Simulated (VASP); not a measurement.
Crystal: Pt3PbC.

```
Pt Pb C
1.0
     4.34804    0.00000    0.00000
     0.00000    4.34804    0.00000
     0.00000    0.00000    4.34804
Pt Pb C
3 1 1
Direct
  0.00000 0.50000 0.50000
  0.50000 0.50000 0.00000
  0.50000 0.00000 0.50000
  0.00000 0.00000 0.00000
  0.51150 0.50000 0.50000
```

* Program: VASP 6.6.1
* Task: relaxation of the atoms
* Functional: PBE
* Dispersion: D3(BJ)
* Potentials or basis: VASP PAW PBE potentials, release 64 (Pt, Pb_d, C)
* Cutoff: 520 eV
* k mesh: 4 × 4 × 4
* Occupations: fermi-dirac, width 0.1 eV
* Spin: no spin polarisation

At the start: pressure -6.0 GPa; volume 16.44 Å³/atom.

Problem. Where does the relaxation end?

Solution. Over 36 steps the energy falls by 19.2 meV/atom at a fixed cell; space group P4mm (No. 99, to 0.1 Å) before and after.

Step by step:
```tsv
step	energy change (eV)	largest force on free atoms (eV/Å)	pressure (GPa)
1	0.0000	0.0747	-6.01
2	-0.0006	0.0615	-6.02
3	-0.0015	0.0574	-6.04
4	-0.0019	0.0524	-6.05
5	-0.0028	0.0439	-6.06
6	-0.0047	0.0715	-6.07
7	-0.0082	0.1438	-6.08
8	-0.0125	0.2732	-6.09
9	-0.0127	0.3247	-6.07
10	-0.0128	0.3282	-6.07
11	-0.0131	0.3346	-6.08
12	-0.0137	0.3507	-6.09
13	-0.0150	0.3913	-6.10
14	-0.0183	0.5161	-6.12
15	-0.0285	0.7637	-6.22
16	-0.0152	0.5939	-5.99
17	-0.0324	0.7875	-6.24
18	-0.0330	0.7623	-6.22
19	-0.0331	0.7746	-6.23
20	-0.0347	0.7440	-6.22
21	-0.0353	0.7080	-6.20
22	-0.0373	0.6966	-6.20
23	-0.0432	0.6648	-6.25
24	-0.0542	0.5951	-6.29
25	-0.0725	0.4368	-6.31
26	-0.0923	0.1196	-6.11
27	-0.0930	0.1174	-6.02
28	-0.0931	0.1122	-6.03
29	-0.0938	0.0896	-6.04
30	-0.0954	0.0284	-6.04
31	-0.0948	0.0916	-6.02
32	-0.0958	0.0313	-6.05
33	-0.0958	0.0333	-6.03
34	-0.0959	0.0161	-6.04
35	-0.0960	0.0160	-6.05
36	-0.0960	0.0012	-6.03
```

Final structure:
```
CELL_PARAMETERS angstrom
4.34804 0.00000 0.00000
0.00000 4.34804 0.00000
0.00000 0.00000 4.34804
ATOMIC_POSITIONS crystal
Pt 0.00000 0.50000 0.50000
Pt 0.43485 0.50000 0.00000
Pt 0.43485 0.00000 0.50000
Pb 0.93999 0.00000 0.00000
C 0.53819 0.50000 0.50000
```

Caveat: the k points lie up to 0.36 Å⁻¹ apart, too coarse for converged energies and pressures of a metal.
